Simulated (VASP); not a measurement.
Input of a VASP 6.6.1 run:

The input INCAR:

```
SYSTEM = NaI
  PREC = Accurate
  ENCUT = 600
  EDIFF = 1E-6
  ISMEAR = -1
  SIGMA = 0.05
  LREAL = .False.
  LASPH = .True.
  NELM = 80
  ALGO = Normal
  ISIF = 3
  LWAVE = .False.
  LCHARG = .False.
  GGA = PS
  IBRION = 2
  NSW = 60
  EDIFFG = -0.01
```

KPOINTS

```
Automatic mesh
0
Gamma
  7 7 7
  0 0 0
```

The input POSCAR:

```
NaI
1.0
    0.0000000000      3.2364000000      3.2364000000
    3.2364000000      0.0000000000      3.2364000000
    3.2364000000      3.2364000000      0.0000000000
I Na
1 1
Direct
    0.5000000000      0.5000000000      0.5000000000
    0.0000000000      0.0000000000      0.0000000000
```

Potentials or basis: VASP PAW PBE potentials, release 64 (I, Na_pv).

The run is started by

```console
$ cat potpaw_PBE.64/I/POTCAR potpaw_PBE.64/Na_pv/POTCAR > POTCAR
$ mpirun -np 1 vasp_std > vasp.out
```

(1) Predict the relaxed volume.

(2) Estimate the space group after relaxing (to 0.1 Å).

(3) Predict the relaxed cell.

Results:

(1) 32.95 Å³/atom.

(2) Fm-3m (No. 225).

(3) a = 4.534 Å, b = 4.534 Å, c = 4.534 Å, α = 60.00°, β = 60.00°, γ = 60.00°.

Caveat: the PAW data sets were made with another functional, which shifts forces and pressure a little.
